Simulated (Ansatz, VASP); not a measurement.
# Two plane-wave programs on Ta2N

```
Ta N
1.0
     5.30050    0.00000    0.00000
    -2.65025    4.59036    0.00000
     0.00000    0.00000    4.75242
Ta N
6 3
Cartesian
  1.7675 3.0614 3.5767
  -0.8827 1.5289 3.5767
  1.7654 0.0000 3.5767
  0.8827 1.5289 1.1757
  -1.7675 3.0614 1.1757
  3.5351 0.0000 1.1757
  2.6502 1.5301 2.3762
  0.0000 3.0602 2.3762
  0.0000 0.0000 0.0000
```

Alike in both runs: task single point; functional LDA; k mesh 9 × 9 × 8; occupations gaussian, width 0.15 eV; no spin polarisation.

|  | VASP | Ansatz |
| --- | --- | --- |
| version | VASP 6.6.1 | Ansatz 0.2.0 |
| potentials or method | VASP PAW LDA potentials, release 64 (Ta_pv, N), cutoff 520 eV | scalar-relativistic, plane waves, PAW |
| valence electrons in the cell | 81 | 93 |

Ansatz gave:

```
gap on the k mesh at the Fermi level (eV)                     : none
pressure (GPa)                                                : 0.4
traceless stress, the component that is largest in VASP (GPa) : 8.07
rms of the force components (eV/Å)                            : 0.031
```

Question: What did VASP give for the same quantities?

Answer: gap on the k mesh at the Fermi level (eV): none; pressure (GPa): 2.0; traceless stress, the component that is largest in VASP (GPa): 8.07; rms of the force components (eV/Å): 0.024.

Ansatz warns that its potentials were made for another functional, while VASP's fit it. LDA's correlation is that of Perdew and Zunger in VASP and of Perdew and Wang (1992) in Ansatz. Atom by atom the forces differ by 0.007 eV/Å (rms over components). A gap of «none» marks a metal or a gap that the smearing closes. VASP's potentials hold 81 valence electrons a cell and Ansatz's 93, so a difference there can come from the potentials and not from the codes.

Spin-orbit coupling is off throughout.
